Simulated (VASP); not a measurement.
# TiO2 (C2/m) in VASP: electric field gradients with PBE

Aim: the electric field gradients of TiO2 with PBE.

Everything below comes from runs of VASP 6.6.1. Logs are shortened: lines on timing, memory, paths and dates and some standing lists are left out, and cuts for length are marked.

## 1. The cell of the first run

The structure is monoclinic, space group C2/m (No. 12). Conventional cell: a = 12.307 Å, b = 3.767 Å, c = 6.616 Å, α = 90.00°, β = 106.95°, γ = 90.00°. Within 2.4 Å of Ti (site symmetry m) lie 6 O at 1.78 to 2.34 Å. Within 2.5 Å of Ti (site symmetry m) lie 6 O at 1.86 to 2.16 Å. O (site symmetry m) has 3 Ti at 1.86 to 2.16 Å within 2.5 Å. Within 2.6 Å of O (site symmetry m) lie 3 Ti at 1.94 to 2.03 Å and 2 O at 2.53 Å. O (site symmetry m) has 2 Ti at 1.78 to 1.87 Å within 2.4 Å. O (site symmetry m) has 4 Ti at 1.96 to 2.34 Å and 2 O at 2.53 Å within 2.6 Å.

## 2. Electric field gradients, PBE

INCAR

```
SYSTEM = TiO2
PREC = Accurate
ENCUT = 520
EDIFF = 1E-8
ISMEAR = -1
SIGMA = 0.02
LREAL = .False.
LASPH = .True.
NELM = 100
ALGO = Normal
ISIF = 2
LWAVE = .False.
LCHARG = .False.
GGA = PE
LEFG = .True.
NBANDS = 60
```

KPOINTS

```
regular mesh
0
Gamma
  7 7 4
  0 0 0
```

POSCAR

```
TiO2
1.0
    6.1535771931     -1.8834685000      0.0000000000
    6.1535771931      1.8834685000      0.0000000000
   -1.9283261078      0.0000000000      6.3289668713
Ti O
4 8
Direct
    0.8047140000      0.8047140000      0.7162380000
    0.0999290000      0.0999290000      0.7103980000
    0.1952860000      0.1952860000      0.2837620000
    0.9000710000      0.9000710000      0.2896020000
    0.0583525000      0.0583525000      0.3699790000
    0.6380690000      0.6380690000      0.7066030000
    0.1328115000      0.1328115000      0.0047090000
    0.9416475000      0.9416475000      0.6300210000
    0.7365115000      0.7365115000      0.3475000000
    0.8671885000      0.8671885000      0.9952910000
    0.2634885000      0.2634885000      0.6525000000
    0.3619310000      0.3619310000      0.2933970000
```

Potentials or basis: VASP PAW PBE potentials, release 64 (Ti_sv, O).

Started as:

```bash
$ cat potpaw_PBE.64/Ti_sv/POTCAR potpaw_PBE.64/O/POTCAR > POTCAR
$ mpirun -np 1 vasp_std > vasp.out
```

OUTCAR:

```text
SYSTEM = TiO2
   PREC = Accurate
   ENCUT = 520
   EDIFF = 1E-8
   ISMEAR = -1
   LREAL = .False.
   LASPH = .True.
   NELM = 100
   ISIF = 2
   GGA = PE

 ion  position               nearest neighbor table
   1  0.805  0.805  0.716-  10 1.78   8 1.93  11 1.96  11 1.96   6 2.03   9 2.34
   2  0.100  0.100  0.710-   8 1.86   7 1.87   6 1.94   6 1.94  11 2.16   5 2.16
   3  0.195  0.195  0.284-   7 1.78   5 1.93   9 1.96   9 1.96  12 2.03  11 2.34
   4  0.900  0.900  0.290-   5 1.86  10 1.87  12 1.94  12 1.94   9 2.16   8 2.16
   5  0.058  0.058  0.370-   4 1.86   3 1.93   2 2.16
   6  0.638  0.638  0.707-   2 1.94   2 1.94   1 2.03
   7  0.133  0.133  0.005-   3 1.78   2 1.87
   8  0.942  0.942  0.630-   2 1.86   1 1.93   4 2.16
   9  0.737  0.737  0.347-   3 1.96   3 1.96   4 2.16   1 2.34
  10  0.867  0.867  0.995-   1 1.78   4 1.87
  11  0.263  0.263  0.653-   1 1.96   1 1.96   2 2.16   3 2.34
  12  0.362  0.362  0.293-   4 1.94   4 1.94   3 2.03

  LATTYP: Found a base centered monoclinic cell.
 ALAT       =    12.3071543862
 B/A-ratio  =     0.3060770087
 C/A-ratio  =     0.5375907333
 COS(beta)  =    -0.2914546970

  Lattice vectors:

 A1 = (   6.1535771931,  -1.8834685000,   0.0000000000)
 A2 = (   6.1535771931,   1.8834685000,   0.0000000000)
 A3 = (  -1.9283261078,   0.0000000000,   6.3289668713)

Analysis of symmetry for initial positions (statically):
=====================================================================
 Subroutine PRICEL returns:
 Original cell was already a primitive cell.

 Routine SETGRP: Setting up the symmetry group for a
 base centered monoclinic supercell.

 Subroutine GETGRP returns: Found  4 space group operations
 (whereof  4 operations were pure point group operations)
 out of a pool of  4 trial point group operations.

The static configuration has the point symmetry C_2h.

Analysis of symmetry for dynamics (positions and initial velocities):
=====================================================================
 Subroutine PRICEL returns:
 Original cell was already a primitive cell.

 Routine SETGRP: Setting up the symmetry group for a
 base centered monoclinic supercell.

 Subroutine GETGRP returns: Found  4 space group operations
 (whereof  4 operations were pure point group operations)
 out of a pool of  4 trial point group operations.

The dynamic configuration has the point symmetry C_2h.

 Subroutine INISYM returns: Found  4 space group operations
 (whereof  4 operations are pure point group operations),
 and found     1 'primitive' translations

----------------------------------------------------------------------------------------

                                     Primitive cell

  volume of cell :     146.7063

  direct lattice vectors                    reciprocal lattice vectors
     6.153577193 -1.883468500  0.000000000     0.081253551 -0.265467673  0.024756544
     6.153577193  1.883468500  0.000000000     0.081253551  0.265467673  0.024756544
    -1.928326108  0.000000000  6.328966871     0.000000000  0.000000000  0.158003671

  length of vectors
     6.435368355  6.435368355  6.616212152     0.278725872  0.278725872  0.158003671

  position of ions in fractional coordinates (direct lattice)
     0.804714000  0.804714000  0.716238000
     0.099929000  0.099929000  0.710398000
     0.195286000  0.195286000  0.283762000
     0.900071000  0.900071000  0.289602000
     0.058352500  0.058352500  0.369979000
     0.638069000  0.638069000  0.706603000
     0.132811500  0.132811500  0.004709000
     0.941647500  0.941647500  0.630021000
     0.736511500  0.736511500  0.347500000
     0.867188500  0.867188500  0.995291000
     0.263488500  0.263488500  0.652500000
     0.361931000  0.361931000  0.293397000

  ion indices of the primitive-cell ions
   primitive index   ion index
                 1           1
                 2           2
                 3           3
                 4           4
                 5           5
                 6           6
                 7           7
                 8           8
                 9           9
                10          10
                11          11
                12          12

----------------------------------------------------------------------------------------

 KPOINTS: regular mesh

Automatic generation of k-mesh.
 Grid dimensions read from file:
 generate k-points for:    7    7    4

 Generating k-lattice:
[... 51 lines left out ...]
   NGXF,Y,Z  is equivalent  to a cutoff of  24.80, 24.80, 25.13 a.u.
 SYSTEM =  TiO2
   PREC   = accura    normal or accurate (medium, high low for compatibility)
   ISTART =      0    job   : 0-new  1-cont  2-samecut
   ICHARG =      2    charge: 1-file 2-atom 10-const
   ISPIN  =      1    spin polarized calculation?
   LNONCOLLINEAR =      F non collinear calculations
   LSORBIT =      F    spin-orbit coupling
   LASPH  =      T    aspherical Exc in radial PAW
   ENCUT  =  520.0 eV  38.22 Ry    6.18 a.u.  11.97 11.97 12.30*2*pi/ulx,y,z
   NELM   =    100;   NELMIN=  2; NELMDL= -5     # of ELM steps
   EDIFF  = 0.1E-07   stopping-criterion for ELM
   LREAL  =      F    real-space projection
   EDIFFG = 0.1E-06   stopping-criterion for IOM
   NSW    =      0    number of steps for IOM
   IBRION =     -1    ionic relax: 0-MD 1-quasi-New 2-CG
   NFREE  =      0    steps in history (QN), initial steepest desc. (CG)
   ISIF   =      2    stress and relaxation
   ISYM   =      2    0-nonsym 1-usesym 2-fastsym
   POTIM  = 0.5000    time-step for ionic-motion
   TEBEG  =    0.0;   TEEND  =   0.0 temperature during run
   PSTRESS=    0.0 pullay stress
   NELECT =      96.0000    total number of electrons
   NUPDOWN=      -1.0000    fix difference up-down
   EMIN   =  10.00;   EMAX   =-10.00  energy-range for DOS
   EFERMI =   0.00;   METHOD = LEGACY
   ISMEAR =    -1;   SIGMA  =   0.02  broadening in eV -4-tet -1-fermi 0-gaus
   EFERMI_NEDOS =   21; number of points for ismear=-14 and -15
   IALGO  =     38    algorithm
   IMIX   =      4    mixing-type and parameters
     AMIX     =   0.40;   BMIX     =  1.00
     AMIX_MAG =   1.60;   BMIX_MAG =  1.00
  volume/ion in A,a.u.               =      12.23        82.50
  Fermi-wavevector in a.u.,A,eV,Ry     =   1.421289  2.685846 27.484606  2.020062
  Thomas-Fermi vector in A             =   2.542114
   LORBIT       =      0    0 simple, 1 ext, 2 COOP (PROOUT), +10 PAW based schemes
   GGA     = PE    functional components
   LHFCALC =     F    Hartree Fock is set to
   AEXX    =    0.0000 exact exchange contribution
   IVDW    =     0    specifies the selected vdW correction
   LEPSILON=     F    determine dielectric tensor
   LRPA    =     F    only Hartree local field effects (RPA)
 non-spin polarized calculation
  energy-cutoff  :      520.00
  volume of cell :      146.71
 maximum number of plane-waves:      3972
   NGX = 23   NGY = 23   NGZ = 25

 number of electron      96.0000007 magnetization

 Free energy of the ion-electron system (eV)
  ---------------------------------------------------
  ext. energy  EPLUGINS =         0.00000000
  ---------------------------------------------------
  free energy    TOTEN  =      -107.79831026 eV

  energy without entropy =     -107.79831026  energy(sigma->0) =     -107.79831026

 E-fermi :   3.0691     XC(G=0): -10.2735

 val. band max:        2.5148673931   @ k =  -0.2857   0.2857   0.5000
 cond. band min:       5.2294014195   @ k =   0.0000   0.0000   0.0000
 fundamental gap:      2.7145340263
 Fermi energy:         3.0690821764

 k-point     1 :       0.0000    0.0000    0.0000
  band No.  band energies     occupation
      1     -53.6846      2.00000
      2     -53.6731      2.00000
      3     -53.5877      2.00000
      4     -53.5815      2.00000
      5     -30.0824      2.00000
      6     -30.0356      2.00000
[... 1501 lines left out ...]
     59       7.4463      0.00000
     60       7.5754      0.00000

 [... further k-points ...]
[... 5 lines left out ...]
  --------------------------------------------------------------------------------------
  -------------------------------------------------------------------------------------
  Total       -0.4933737     -0.4959198     -0.5406924      0.0000000      0.0000000     -0.0082497
  in kB       -5.3881258     -5.4159322     -5.9048927      0.0000000      0.0000000     -0.0900950
  external PRESSURE =      -5.5696502 kB  Pullay stress =       0.0000000 kB

 VOLUME and BASIS-vectors are now :
 -----------------------------------------------------------------------------
  energy-cutoff  :      520.00
  volume of cell :      146.71
      direct lattice vectors                 reciprocal lattice vectors
     6.153577193 -1.883468500  0.000000000     0.081253551 -0.265467673  0.024756544
     6.153577193  1.883468500  0.000000000     0.081253551  0.265467673  0.024756544
    -1.928326108  0.000000000  6.328966871     0.000000000  0.000000000  0.158003671

 POSITION                                       TOTAL-FORCE (eV/Angst)
 -----------------------------------------------------------------------------------
      8.52260      0.00000      4.53305         0.051735      0.000000      0.100803
     -0.14004      0.00000      4.49609        -0.003470      0.000000      0.045132
      1.85623      0.00000      1.79592        -0.051735      0.000000     -0.100803
     10.51887      0.00000      1.83288         0.003470      0.000000     -0.045132
      0.00471      0.00000      2.34158        -0.003852      0.000000     -0.019255
      6.49025      0.00000      4.47207         0.022263      0.000000      0.010662
      1.62545      0.00000      0.02980         0.039053      0.000000      0.011489
     10.37412      0.00000      3.98738         0.003852      0.000000      0.019255
      8.39427      0.00000      2.19932         0.001260      0.000000     -0.028293
      8.75338      0.00000      6.29916        -0.039053      0.000000     -0.011489
      1.98456      0.00000      4.12965        -0.001260      0.000000      0.028293
      3.88858      0.00000      1.85690        -0.022263      0.000000     -0.010662
 -----------------------------------------------------------------------------------
    total drift:                               -0.000000      0.000000      0.000000

  FREE ENERGIE OF THE ION-ELECTRON SYSTEM (eV)
  ---------------------------------------------------
  free  energy   TOTEN  =      -107.7983102578 eV

  energy  without entropy=     -107.7983102578  energy(sigma->0) =     -107.79831026

 Electric field gradients (V/A^2)
---------------------------------------------------------------------
 ion       V_xx      V_yy      V_zz      V_xy      V_xz      V_yz
---------------------------------------------------------------------
   1      -3.471     1.619     1.852     0.000     0.464     0.000
   2      11.722   -16.171     4.449    -0.000    -6.432    -0.000
   3      -3.471     1.619     1.852     0.000     0.464    -0.000
   4      11.722   -16.171     4.449     0.000    -6.432     0.000
   5      14.371    -7.118    -7.253     0.000    -3.883    -0.000
   6      -2.173    26.263   -24.090     0.000     1.612    -0.000
   7       0.170    -8.293     8.122     0.000    -1.083     0.000
   8      14.371    -7.118    -7.253    -0.000    -3.883     0.000
   9      -5.512    17.578   -12.066     0.000    -9.032    -0.000
  10       0.170    -8.293     8.122     0.000    -1.083     0.000
  11      -5.512    17.578   -12.066    -0.000    -9.032     0.000
  12      -2.173    26.263   -24.090     0.000     1.612     0.000
---------------------------------------------------------------------

 Electric field gradients after diagonalization (V/A^2)
 (convention: |V_zz| > |V_xx| > |V_yy|)
----------------------------------------------------------------------
 ion       V_xx      V_yy      V_zz     asymmetry (V_yy - V_xx)/ V_zz
----------------------------------------------------------------------
   1       1.892     1.619    -3.512       0.078
   2      15.475     0.697   -16.171       0.914
   3       1.892     1.619    -3.512       0.078
   4      15.475     0.697   -16.171       0.914
   5      -7.929    -7.118    15.047       0.054
   6     -24.208    -2.055    26.263       0.844
   7       8.267     0.025    -8.293       0.994
   8      -7.929    -7.118    15.047       0.054
   9      17.578     0.819   -18.397       0.911
  10       8.267     0.025    -8.293       0.994
  11      17.578     0.819   -18.397       0.911
  12     -24.208    -2.055    26.263       0.844
----------------------------------------------------------------------

           NMR quadrupolar parameters

 Cq : quadrupolar parameter    Cq=e*Q*V_zz/h
 eta: asymmetry parameters     (V_yy - V_xx)/ V_zz
 Q  : nuclear electric quadrupole moment in mb (millibarn)
----------------------------------------------------------------------
 ion       Cq(MHz)       eta       Q (mb)
----------------------------------------------------------------------
   1      -0.008       0.078       1.000
   2      -0.039       0.914       1.000
   3      -0.008       0.078       1.000
   4      -0.039       0.914       1.000
   5       0.036       0.054       1.000
   6       0.064       0.844       1.000
   7      -0.020       0.994       1.000
   8       0.036       0.054       1.000
   9      -0.044       0.911       1.000
  10      -0.020       0.994       1.000
  11      -0.044       0.911       1.000
  12       0.064       0.844       1.000
----------------------------------------------------------------------
```

It took 20 min on 1 thread of AMD EPYC 9R45 (Zen 5), shared host; peak memory 0.53 GiB.

Results:

```
Free energy            : -107.7983 eV
Pressure               : -0.6 GPa
Largest force          : 0.113 eV/Å
Band gap on the k mesh : 2.71 eV, indirect (least direct gap 2.90 eV)
```

Forces in eV/Å, atoms in the order of the input:
```
Ti   0.052  0.000  0.101
Ti  -0.003  0.000  0.045
Ti  -0.052  0.000 -0.101
Ti   0.003  0.000 -0.045
O   -0.004  0.000 -0.019
O    0.022  0.000  0.011
O    0.039  0.000  0.011
O    0.004  0.000  0.019
O    0.001  0.000 -0.028
O   -0.039  0.000 -0.011
O   -0.001  0.000  0.028
O   -0.022  0.000 -0.011
```

Electric field gradients, principal values (V/Å²):
```tsv
atom	least	middle	greatest (by size)
1 Ti	1.619	1.892	-3.512
2 Ti	0.697	15.475	-16.171
3 Ti	1.619	1.892	-3.512
4 Ti	0.697	15.475	-16.171
5 O	-7.118	-7.929	15.047
6 O	-2.055	-24.208	26.263
7 O	0.025	8.267	-8.293
8 O	-7.118	-7.929	15.047
9 O	0.819	17.578	-18.397
10 O	0.025	8.267	-8.293
11 O	0.819	17.578	-18.397
12 O	-2.055	-24.208	26.263
```

Caveat: without QUAD_EFG the Cq values of the log hold for a quadrupole moment of 1 mb, not for the nuclei. As with any semilocal functional, this PBE gap is likely too small.
